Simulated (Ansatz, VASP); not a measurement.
# Ta in VASP and in Ansatz

INCAR

```
SYSTEM = Ta
PREC     = Accurate       ! precision mode
ENCUT    = 520            ! plane-wave cutoff, eV
EDIFF    = 1E-6           ! SCF threshold, eV
ISMEAR   = -1             ! smearing method
SIGMA    = 0.08           ! smearing width, eV
LREAL    = .False.        ! projectors in reciprocal space
LASPH    = .True.         ! aspherical terms in the spheres
NELM     = 100            ! most SCF steps
ALGO     = Normal         ! electronic algorithm
ISIF     = 2              ! what is computed and relaxed
LWAVE    = .False.        ! write WAVECAR
LCHARG   = .False.        ! write CHGCAR
GGA      = PE             ! functional
NBANDS   = 12             ! bands
```

Contents of KPOINTS:

```
regular mesh
0
Gamma
  14 14 14
  0 0 0
```

File POSCAR:

```
Ta
1.0
    2.5899403463      0.0000000000      0.0000000000
    0.0000000000      2.5899403463      0.0000000000
    0.0000000000      0.0000000000      2.5899403463
Ta
1
Direct
    0.0000000000      0.0000000000      0.0000000000
```

Input for Ansatz:

```yaml
crystal:
  lattice:
    - [2.5899403463, 0.0, 0.0]
    - [0.0, 2.5899403463, 0.0]
    - [0.0, 0.0, 2.5899403463]
  atoms:
    - { symbol: Ta, position: [0.0, 0.0, 0.0] }
kpoints:
  mp_grid: { grid: [14, 14, 14] }
scf:
  occupations: { method: fermi_dirac, width: 0.08 }
hamiltonian:
  xc: pbe
  pseudopotentials: { kind: paw }
output:
  forces: true
  stress: true
  eigenvalues: true
  populations: true
```

Change from the starting cell: volume scaled by 0.84, PAW files.

Alike in both runs: task single point; functional PBE; k mesh 14 × 14 × 14; occupations fermi-dirac, width 0.08 eV; no spin polarisation.

|  | VASP | Ansatz |
| --- | --- | --- |
| version | VASP 6.6.1 | Ansatz 0.2.0 |
| potentials or method | VASP PAW PBE potentials, release 64 (Ta_pv) | PAW with Ansatz's default frozen-core files, scalar-relativistic |
| plane-wave cutoff (eV) | 520 | 420 |
| valence electrons in the cell | 11 | 13 |

```csv
,VASP,Ansatz,Ansatz less VASP
pressure (GPa),34.6,34.2,-0.49
```

Both programs put the cell under a high pressure, so it lies far from rest at this level. The functional is the same, so the differences come from potentials, cutoffs and numerics. VASP's potentials hold 11 valence electrons a cell and Ansatz's 13, so a difference there can come from the potentials and not from the codes.

Spin-orbit coupling is off throughout.
